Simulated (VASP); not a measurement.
Wanted: the native input for a VASP 6.6.1 run.

```yaml
Task: single point
Functional: PBE
Potentials_or_basis: VASP PAW PBE potentials, release 64 (B, P)
Cutoff: 520 eV
k_mesh: 10 × 10 × 10
Occupations: gaussian, width 0.05 eV
Spin: no spin polarisation
Dipole_correction: no
Further_INCAR_settings: ALGO = Normal; EDIFF = 1e-06; NBANDS = 11
```

The structure of BP lies in POSCAR:

```
BP
1.0
    0.0000000000      2.4505200000      2.4505200000
    2.4505200000      0.0000000000      2.4505200000
    2.4505200000      2.4505200000      0.0000000000
B P
1 1
Direct
    0.0000000000      0.0000000000      0.0000000000
    0.7500000000      0.7500000000      0.7500000000
```

This cell differs from its parent crystal: strain +0.080 along x and y, +0.080 along z.

One way to write it, as run:

INCAR

```
ALGO = Normal
EDIFF = 1E-6
ENCUT = 520
GGA = PE
ISIF = 2
ISMEAR = 0
LASPH = T
LCHARG = T
LELF = T
LREAL = F
LVHAR = T
LWAVE = F
NBANDS = 11
NELM = 60
PREC = Accurate
SIGMA = 0.05
```

KPOINTS

```
k-points
0
Gamma
  10 10 10
```

Potentials or basis: VASP PAW PBE potentials, release 64 (B, P).

Command:

```sh
$ cat potpaw_PBE.64/B/POTCAR potpaw_PBE.64/P/POTCAR > POTCAR
$ mpirun -np 1 vasp_std > vasp.out
```

Results of the run:

```yaml
Pressure: -23.5 GPa
Band_gap_on_the_k_mesh: 1.52 eV, indirect (least direct gap 3.14 eV)
```

Caveat: the cell differs from its parent crystal (strain +0.080 along x and y, +0.080 along z).

Wall time 20 s on 1 thread of Intel(R) Xeon(R) Platinum 8259CL CPU @ 2.50GHz (Skylake/Cascade Lake), with other jobs on the host, peak memory 0.15 GiB.
